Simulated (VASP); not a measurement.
RbBr, 2 atoms in the cell. It takes space group Fm-3m (No. 225, cubic). The conventional cell has a = 6.855 Å, b = 6.855 Å, c = 6.855 Å, α = 90.00°, β = 90.00°, γ = 90.00°. Rb (site symmetry m-3m) has 6 Br at 3.43 Å within 4.5 Å. Br (site symmetry m-3m) has 6 Rb at 3.43 Å within 4.5 Å. 

| Item | Value |
| --- | --- |
| Program | VASP 6.6.1 |
| Task | electric field gradients |
| Functional | PBE |
| Potentials or basis | VASP PAW PBE potentials, release 64 (Rb_sv, Br) |
| Cutoff | 520 eV |
| k mesh | 6 × 6 × 6 |
| Occupations | fermi-dirac, width 0.02 eV |
| Spin | no spin polarisation |
| Dipole correction | no |
| Further INCAR settings | ALGO = Normal; EDIFF = 1e-08; NBANDS = 15 |

Potentials or basis: VASP PAW PBE potentials, release 64 (Rb_sv, Br).

Launch:

```console
$ cat potpaw_PBE.64/Rb_sv/POTCAR potpaw_PBE.64/Br/POTCAR > POTCAR
$ mpirun -np 1 vasp_std > vasp.out
```

Hardware: 1 thread of Intel(R) Xeon(R) Platinum 8488C (Sapphire Rapids) (shared host).

Q: How long does it take, and how much memory?

A: Run time: 12 s on 1 thread of Intel(R) Xeon(R) Platinum 8488C (Sapphire Rapids), on a shared host, peak memory 0.2 GiB. Counts: scf iterations 15, k points 16.
